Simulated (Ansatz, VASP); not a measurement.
**One calculation of AgCl, two programs**

```
Ag Cl
1.0
     3.43397   -0.01717   -0.01717
    -0.01717    3.43397   -0.01717
    -0.01717   -0.01717    3.43397
Ag Cl
1 1
Direct
  0.00000 0.00000 0.00000
  0.50000 0.50000 0.50000
```

Change from the starting cell: equal xy, yz and zx shear strains of -1 %, crystal datasets.

Alike in both runs: task electric field gradients; functional PBE; k mesh 9 × 9 × 9; occupations fermi-dirac, width 0.01 eV; no spin polarisation.

|  | VASP | Ansatz |
| --- | --- | --- |
| version | VASP 6.6.1 | Ansatz 0.2.0 |
| potentials or method | VASP PAW PBE potentials, release 64 (Ag, Cl), cutoff 520 eV | all-electron PAW with datasets made for the crystal, scalar-relativistic |

Ansatz gave:

- gap on the k mesh at the Fermi level (eV): 0.58
- pressure (GPa): -0.1
- traceless stress, the component that is largest in VASP (GPa): -0.12
- size of Vzz on the site where it differs most (V/Å²): 4.1

Q: What did VASP give for the same quantities?

A: gap on the k mesh at the Fermi level (eV): 0.58; pressure (GPa): -0.2; traceless stress, the component that is largest in VASP (GPa): -0.12; size of Vzz on the site where it differs most (V/Å²): 4.4.

Ansatz ran all-electron here, and VASP with PAW potentials.
